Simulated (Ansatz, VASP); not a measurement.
**Bi: VASP beside Ansatz**

File INCAR:

```
  PREC = Accurate
  ENCUT = 520
  EDIFF = 1E-8
  ISMEAR = -1
  SIGMA = 0.05
  LREAL = F
  LASPH = T
  NELM = 80
  ALGO = Normal
  ISIF = 2
  LWAVE = F
  LCHARG = F
  GGA = PE
  LEFG = T
  NBANDS = 14
```

KPOINTS

```
regular mesh
0
Gamma
  16 16 16
```

File POSCAR:

```
Bi
1.0
    0.0000000000      2.5146497657      2.5146497657
    2.5146497657      0.0000000000      2.5146497657
    2.5146497657      2.5146497657      0.0000000000
Bi
1
Direct
    0.0000000000      0.0000000000      0.0000000000
```

Input for Ansatz:

```yaml
crystal:
  lattice:
    - [0.0, 2.5146497657, 2.5146497657]
    - [2.5146497657, 0.0, 2.5146497657]
    - [2.5146497657, 2.5146497657, 0.0]
  atoms:
    - { symbol: Bi, position: [0.0, 0.0, 0.0] }
kpoints:
  mp_grid: { grid: [16, 16, 16] }
  band_path:
    path:
      - [0.0, 0.0, 0.0]
      - [0.5, 0.0, 0.5]
      - [0.625, 0.25, 0.625]
      - [0.375, 0.375, 0.75]
      - [0.0, 0.0, 0.0]
      - [0.5, 0.5, 0.5]
      - [0.5, 0.25, 0.75]
      - [0.5, 0.0, 0.5]
    npoints: 8
scf:
  occupations: { method: fermi_dirac, width: 0.05 }
hamiltonian:
  xc: pbe
  pseudopotentials: { kind: paw }
output:
  forces: true
  stress: true
  eigenvalues: true
  efg: { contact_densities: true }
  populations: true
  bader: true
  dos: { projected: true, de: 0.2, e_range: [-14, 8] }
```

Alike in both runs: task electric field gradients; functional PBE; k mesh 16 × 16 × 16; occupations fermi-dirac, width 0.05 eV; no spin polarisation.

```csv
,VASP,Ansatz
version,VASP 6.6.1,Ansatz 0.2.0
potentials or method,"VASP PAW PBE potentials, release 64 (Bi_d)","PAW with Ansatz's default frozen-core files, scalar-relativistic"
plane-wave cutoff (eV),520,420
valence electrons in the cell,15,15
```

|  | VASP | Ansatz | Ansatz less VASP |
| --- | --- | --- | --- |
| pressure (GPa) | -0.1 | 0.0 | +0.06 |

The functional is the same, so the differences come from potentials, cutoffs and numerics.

Neither program's run includes spin-orbit coupling.
